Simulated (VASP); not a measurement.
# ZnS (P6_3mc) in VASP: a series of runs

Aim: see how the results for ZnS move with the level of theory and the settings. Levels: PBEsol, PBE. Tasks: single point.

Everything below comes from runs of VASP 6.6.1. Logs are shortened: lines on timing, memory, paths and dates and some standing lists are left out, and cuts for length are marked.

### Step 1. The cell of the first run

It takes space group P6_3mc (No. 186, hexagonal). Conventional cell: a = 3.782 Å, b = 3.782 Å, c = 6.208 Å, α = 90.00°, β = 90.00°, γ = 120.00°. Within 3.1 Å of Zn (site symmetry 3m) lie 4 S at 2.32 Å. S (site symmetry 3m) has 4 Zn at 2.32 Å within 3.1 Å.

### Step 2. Single point, PBEsol

File INCAR:

```
PREC = Accurate
ENCUT = 520
EDIFF = 1E-7
ISMEAR = -1
SIGMA = 0.02
LREAL = False
LASPH = True
NELM = 80
ALGO = Normal
ISIF = 2
LWAVE = False
LCHARG = False
GGA = PS
NBANDS = 26
```

File KPOINTS:

```
Automatic mesh
0
Gamma
  12 12 4
```

File POSCAR:

```
ZnS
1.0
    3.7821406418      0.0000000000      0.0000000000
   -1.8910703209      3.2754298765      0.0000000000
    0.0000000000      0.0000000000      6.2075656857
Zn S
2 2
Direct
    0.3333333333      0.6666666667      0.0004118940
    0.6666666667      0.3333333333      0.5004118940
    0.3333333333      0.6666666667      0.3745881060
    0.6666666667      0.3333333333      0.8745881060
```

Potentials or basis: VASP PAW PBE potentials, release 64 (Zn, S).

Launch:

```console
> cat potpaw_PBE.64/Zn/POTCAR potpaw_PBE.64/S/POTCAR > POTCAR
> mpirun -np 1 vasp_std > vasp.out
```

OUTCAR:

```text
PREC = Accurate
   ENCUT = 520
   EDIFF = 1E-7
   ISMEAR = -1
   LREAL = False
   LASPH = True
   NELM = 80
   ISIF = 2
   GGA = PS

 ion  position               nearest neighbor table
   1  0.333  0.667  0.000-   4 2.32   4 2.32   4 2.32   3 2.32
   2  0.667  0.333  0.500-   3 2.32   3 2.32   3 2.32   4 2.32
   3  0.333  0.667  0.375-   2 2.32   2 2.32   2 2.32   1 2.32
   4  0.667  0.333  0.875-   1 2.32   1 2.32   1 2.32   2 2.32

  LATTYP: Found a hexagonal cell.
 ALAT       =     3.7821406418
 C/A-ratio  =     1.6412836734

  Lattice vectors:

 A1 = (   3.7821406418,   0.0000000000,   0.0000000000)
 A2 = (  -1.8910703209,   3.2754298765,   0.0000000000)
 A3 = (   0.0000000000,   0.0000000000,   6.2075656857)

Analysis of symmetry for initial positions (statically):
=====================================================================
 Subroutine PRICEL returns:
 Original cell was already a primitive cell.

 Routine SETGRP: Setting up the symmetry group for a
 hexagonal supercell.

 Subroutine GETGRP returns: Found 12 space group operations
 (whereof  6 operations were pure point group operations)
 out of a pool of 24 trial point group operations.

The static configuration has the point symmetry C_3v.
 The point group associated with its full space group is C_6v.

Analysis of symmetry for dynamics (positions and initial velocities):
=====================================================================
 Subroutine PRICEL returns:
 Original cell was already a primitive cell.

 Routine SETGRP: Setting up the symmetry group for a
 hexagonal supercell.

 Subroutine GETGRP returns: Found 12 space group operations
 (whereof  6 operations were pure point group operations)
 out of a pool of 24 trial point group operations.

The dynamic configuration has the point symmetry C_3v.
 The point group associated with its full space group is C_6v.

 Subroutine INISYM returns: Found 12 space group operations
 (whereof  6 operations are pure point group operations),
 and found     1 'primitive' translations

----------------------------------------------------------------------------------------

                                     Primitive cell

  volume of cell :      76.9002

  direct lattice vectors                    reciprocal lattice vectors
     3.782140642  0.000000000  0.000000000     0.264400533  0.152651719  0.000000000
    -1.891070321  3.275429877  0.000000000     0.000000000  0.305303437  0.000000000
     0.000000000  0.000000000  6.207565686     0.000000000  0.000000000  0.161093744

  length of vectors
     3.782140642  3.782140642  6.207565686     0.305303437  0.305303437  0.161093744

  position of ions in fractional coordinates (direct lattice)
     0.333333333  0.666666667  0.000411894
     0.666666667  0.333333333  0.500411894
     0.333333333  0.666666667  0.374588106
     0.666666667  0.333333333  0.874588106

  ion indices of the primitive-cell ions
   primitive index   ion index
                 1           1
                 2           2
                 3           3
                 4           4

----------------------------------------------------------------------------------------

 KPOINTS: Automatic mesh

Automatic generation of k-mesh.
 Grid dimensions read from file:
 generate k-points for:   12   12    4

 Generating k-lattice:

  Cartesian coordinates                     Fractional coordinates (reciprocal lattice)
     0.022033378  0.012720977  0.000000000     0.083333333  0.000000000  0.000000000
     0.000000000  0.025441953  0.000000000     0.000000000  0.083333333  0.000000000
     0.000000000  0.000000000  0.040273436     0.000000000  0.000000000  0.250000000

  Length of vectors
     0.025441953  0.025441953  0.040273436

  Shift w.r.t. Gamma in fractional coordinates (k-lattice)
     0.000000000  0.000000000  0.000000000

 Subroutine IBZKPT returns following result:
 ===========================================

 Found     57 irreducible k-points:

 Following reciprocal coordinates:
            Coordinates               Weight
  0.000000  0.000000  0.000000      1.000000
  0.083333  0.000000  0.000000      6.000000
  0.166667  0.000000  0.000000      6.000000
  0.250000  0.000000  0.000000      6.000000
  0.333333 -0.000000  0.000000      6.000000
  0.416667  0.000000  0.000000      6.000000
[... 16 lines left out ...]
  0.250000  0.000000  0.250000     12.000000
  0.333333 -0.000000  0.250000     12.000000
 [... further k-points ...]
   k-points           NKPTS =     57   k-points in BZ     NKDIM =     57   number of bands    NBANDS=     26
   number of dos      NEDOS =    301   number of ions     NIONS =      4
   total plane-waves  NPLWV =  37632
   dimension x,y,z NGX =    28 NGY =   28 NGZ =   48
   dimension x,y,z NGXF=    56 NGYF=   56 NGZF=   96
   ions per type =               2   2
   NGX,Y,Z   is equivalent  to a cutoff of  12.31, 12.31, 12.85 a.u.
   NGXF,Y,Z  is equivalent  to a cutoff of  24.62, 24.62, 25.71 a.u.
 SYSTEM =  unknown system
   PREC   = accura    normal or accurate (medium, high low for compatibility)
   ISTART =      0    job   : 0-new  1-cont  2-samecut
   ICHARG =      2    charge: 1-file 2-atom 10-const
   ISPIN  =      1    spin polarized calculation?
   LNONCOLLINEAR =      F non collinear calculations
   LSORBIT =      F    spin-orbit coupling
   LASPH  =      T    aspherical Exc in radial PAW
   ENCUT  =  520.0 eV  38.22 Ry    6.18 a.u.   7.03  7.03 11.54*2*pi/ulx,y,z
   NELM   =     80;   NELMIN=  2; NELMDL= -5     # of ELM steps
   EDIFF  = 0.1E-06   stopping-criterion for ELM
   LREAL  =      F    real-space projection
   EDIFFG = 0.1E-05   stopping-criterion for IOM
   NSW    =      0    number of steps for IOM
   IBRION =     -1    ionic relax: 0-MD 1-quasi-New 2-CG
   NFREE  =      0    steps in history (QN), initial steepest desc. (CG)
   ISIF   =      2    stress and relaxation
   ISYM   =      2    0-nonsym 1-usesym 2-fastsym
   POTIM  = 0.5000    time-step for ionic-motion
   TEBEG  =    0.0;   TEEND  =   0.0 temperature during run
   PSTRESS=    0.0 pullay stress
   NELECT =      36.0000    total number of electrons
   NUPDOWN=      -1.0000    fix difference up-down
   EMIN   =  10.00;   EMAX   =-10.00  energy-range for DOS
   EFERMI =   0.00;   METHOD = LEGACY
   ISMEAR =    -1;   SIGMA  =   0.02  broadening in eV -4-tet -1-fermi 0-gaus
   EFERMI_NEDOS =   21; number of points for ismear=-14 and -15
   IALGO  =     38    algorithm
   IMIX   =      4    mixing-type and parameters
     AMIX     =   0.40;   BMIX     =  1.00
     AMIX_MAG =   1.60;   BMIX_MAG =  1.00
  volume/ion in A,a.u.               =      19.23       129.74
  Fermi-wavevector in a.u.,A,eV,Ry     =   1.271159  2.402142 21.984911  1.615845
  Thomas-Fermi vector in A             =   2.404107
   LORBIT       =      0    0 simple, 1 ext, 2 COOP (PROOUT), +10 PAW based schemes
   GGA     = PS    functional components
   LHFCALC =     F    Hartree Fock is set to
   AEXX    =    0.0000 exact exchange contribution
   IVDW    =     0    specifies the selected vdW correction
   LEPSILON=     F    determine dielectric tensor
   LRPA    =     F    only Hartree local field effects (RPA)
 non-spin polarized calculation
  energy-cutoff  :      520.00
  volume of cell :       76.90
 maximum number of plane-waves:      2086
   NGX = 15   NGY = 15   NGZ = 23

 number of electron      35.9999970 magnetization

 Free energy of the ion-electron system (eV)
  ---------------------------------------------------
  ext. energy  EPLUGINS =         0.00000000
  ---------------------------------------------------
  free energy    TOTEN  =       -15.16733333 eV

  energy without entropy =      -15.16733333  energy(sigma->0) =      -15.16733333

 E-fermi :   2.6776     XC(G=0):  -9.9640

 val. band max:        2.2781876163   @ k =   0.0000   0.0000   0.0000
 cond. band min:       4.4397703036   @ k =   0.0000   0.0000   0.0000
 fundamental gap:      2.1615826874
 Fermi energy:         2.6775788880

 k-point     1 :       0.0000    0.0000    0.0000
  band No.  band energies     occupation
      1     -11.0894      2.00000
      2     -10.0926      2.00000
      3      -4.2100      2.00000
      4      -4.1936      2.00000
      5      -4.1936      2.00000
      6      -4.1080      2.00000
[... 18 lines left out ...]
     25       9.9061      0.00000
     26      11.4782      0.00000

 k-point     2 :       0.0833    0.0000    0.0000
  band No.  band energies     occupation
      1     -11.0395      2.00000
      2     -10.0642      2.00000
      3      -4.2057      2.00000
      4      -4.1928      2.00000
      5      -4.1836      2.00000
      6      -4.1039      2.00000
[... 18 lines left out ...]
     25      10.1280      0.00000
     26      11.1529      0.00000

 k-point     3 :       0.1667    0.0000    0.0000
  band No.  band energies     occupation
      1     -10.8962      2.00000
      2      -9.9871      2.00000
      3      -4.2136      2.00000
      4      -4.1711      2.00000
      5      -4.1578      2.00000
      6      -4.0857      2.00000
[... 18 lines left out ...]
     25      10.4320      0.00000
     26      10.7388      0.00000

 k-point     4 :       0.2500    0.0000    0.0000
  band No.  band energies     occupation
      1     -10.6803      2.00000
      2      -9.8857      2.00000
      3      -4.2210      2.00000
      4      -4.1445      2.00000
      5      -4.1271      2.00000
      6      -4.0385      2.00000
[... 18 lines left out ...]
     25      10.7375      0.00000
     26      11.0705      0.00000
[... 496 lines left out ...]
      1     -10.7794      2.00000
      2     -10.1395      2.00000
      3      -4.2313      2.00000
      4      -4.1647      2.00000
      5      -4.1460      2.00000
      6      -4.1097      2.00000
[... 18 lines left out ...]
     25      10.3486      0.00000
     26      10.6272      0.00000

 k-point    23 :       0.2500    0.0000    0.2500
  band No.  band energies     occupation
      1     -10.5748      2.00000
      2     -10.0141      2.00000
      3      -4.2382      2.00000
      4      -4.1575      2.00000
      5      -4.1106      2.00000
      6      -4.0566      2.00000
[... 18 lines left out ...]
     25      10.7097      0.00000
     26      11.1753      0.00000

 k-point    24 :       0.3333   -0.0000    0.2500
  band No.  band energies     occupation
      1     -10.3414      2.00000
      2      -9.8938      2.00000
      3      -4.2338      2.00000
      4      -4.1456      2.00000
      5      -4.0807      2.00000
      6      -3.9713      2.00000
[... 18 lines left out ...]
     25      11.0435      0.00000
     26      12.0614      0.00000

 [... further k-points ...]

------------------------ aborting loop because EDIFF is reached ----------------------------------------

  FORCE on cell =-STRESS in cart. coord.  units (eV):
  Direction    XX          YY          ZZ          XY          YZ          ZX
  --------------------------------------------------------------------------------------
  -------------------------------------------------------------------------------------
  Total        0.0950190      0.0950190      0.0997632      0.0000000     -0.0000000      0.0000000
  in kB        1.9796751      1.9796751      2.0785173      0.0000000     -0.0000000      0.0000000
  external PRESSURE =       2.0126225 kB  Pullay stress =       0.0000000 kB

 VOLUME and BASIS-vectors are now :
 -----------------------------------------------------------------------------
  energy-cutoff  :      520.00
  volume of cell :       76.90
      direct lattice vectors                 reciprocal lattice vectors
     3.782140642  0.000000000  0.000000000     0.264400533  0.152651719  0.000000000
    -1.891070321  3.275429877  0.000000000     0.000000000  0.305303437  0.000000000
     0.000000000  0.000000000  6.207565686     0.000000000  0.000000000  0.161093744

 POSITION                                       TOTAL-FORCE (eV/Angst)
 -----------------------------------------------------------------------------------
     -0.00000      2.18362      0.00256         0.000000      0.000000      0.000673
      1.89107      1.09181      3.10634        -0.000000     -0.000000      0.000673
     -0.00000      2.18362      2.32528        -0.000000     -0.000000     -0.000673
      1.89107      1.09181      5.42906        -0.000000     -0.000000     -0.000673
 -----------------------------------------------------------------------------------
    total drift:                               -0.000001     -0.000001      0.000411

  FREE ENERGIE OF THE ION-ELECTRON SYSTEM (eV)
  ---------------------------------------------------
  free  energy   TOTEN  =       -15.1673333329 eV

  energy  without entropy=      -15.1673333329  energy(sigma->0) =      -15.16733333
```

It took 57 s on 1 thread of Intel Xeon Platinum 8488C (Sapphire Rapids), shared host; peak memory 0.24 GiB.

Results:

```
Free energy            : -15.1673 eV
Pressure               : 0.2 GPa
Band gap on the k mesh : 2.16 eV, direct
```

Levels at points of the mesh, in eV from the valence-band top:
| k point | band 15 | band 16 | band 17 | band 18 | band 19 | band 20 | band 21 | band 22 |
| --- | --- | --- | --- | --- | --- | --- | --- | --- |
| (0.00, 0.00, 0.00) | -0.94 | -0.09 | 0.00 | 0.00 | 2.16 | 3.03 | 6.20 | 6.20 |
| (0.50, 0.00, 0.00) | -3.43 | -2.35 | -1.79 | -0.93 | 3.52 | 4.21 | 4.96 | 6.80 |
| (0.00, 0.00, 0.50) | -0.49 | -0.49 | -0.49 | -0.49 | 3.51 | 3.51 | 6.67 | 6.67 |
| (0.50, 0.00, 0.50) | -1.71 | -1.71 | -1.69 | -1.69 | 3.41 | 3.41 | 5.10 | 5.10 |

Caveat: the PAW data sets were made with another functional, which shifts forces and pressure a little.

### Step 3. Single point, PBE

This run uses another cell than the first one, of 19.58 Å³/atom, 1.018 times its volume.

File INCAR:

```
SYSTEM = ZnS
  PREC = Accurate
  ENCUT = 520
  EDIFF = 1E-6
  ISMEAR = -1
  SIGMA = 0.02
  LREAL = .False.
  LASPH = .True.
  NELM = 80
  ALGO = Normal
  ISIF = 2
  LWAVE = .False.
  LCHARG = .True.
  GGA = PE
  LELF = .True.
  LVHAR = .True.
  NBANDS = 26
```

File KPOINTS:

```
regular mesh
0
Gamma
  12 12 4
  0 0 0
```

File POSCAR:

```
ZnS
1.0
    3.8054755645      0.0000000000      0.0000000000
   -1.9027377822      3.2956385124      0.0000000000
    0.0000000000      0.0000000000      6.2440483056
Zn S
2 2
Direct
    0.3333333333      0.6666666667      0.0003405378
    0.6666666667      0.3333333333      0.5003405378
    0.3333333333      0.6666666667      0.3746594622
    0.6666666667      0.3333333333      0.8746594622
```

Potentials or basis: VASP PAW PBE potentials, release 64 (Zn, S).

Launch:

```console
> cat potpaw_PBE.64/Zn/POTCAR potpaw_PBE.64/S/POTCAR > POTCAR
> mpirun -np 1 vasp_std > vasp.out
```

It took 56 s on 1 thread of Intel Xeon Platinum 8488C (Sapphire Rapids), shared host; peak memory 0.24 GiB.

It converged, with:

| Property | Result |
| --- | --- |
| Free energy | -13.6743 eV |
| Pressure | 2.4 GPa |
| Largest force | 0.004 eV/Å |
| Band gap on the k mesh | 2.22 eV, direct |

Forces in eV/Å, atoms in the order of the input:
```
Zn   0.000  0.000  0.004
Zn   0.000  0.000  0.004
S    0.000  0.000 -0.004
S    0.000  0.000 -0.004
```

Levels at points of the mesh, in eV from the valence-band top:
```tsv
k point	band 16	band 17	band 18	band 19	band 20	band 21
(0.00, 0.00, 0.00)	-0.08	0.00	0.00	2.22	3.11	6.31
(0.50, 0.00, 0.00)	-2.25	-1.70	-0.89	3.66	4.26	5.11
(0.00, 0.00, 0.50)	-0.47	-0.47	-0.47	3.57	3.57	6.77
(0.50, 0.00, 0.50)	-1.64	-1.62	-1.62	3.55	3.55	5.22
```

A k mesh can miss the band edges. A hybrid or GW would open this gap; PBE tends to underestimate it.
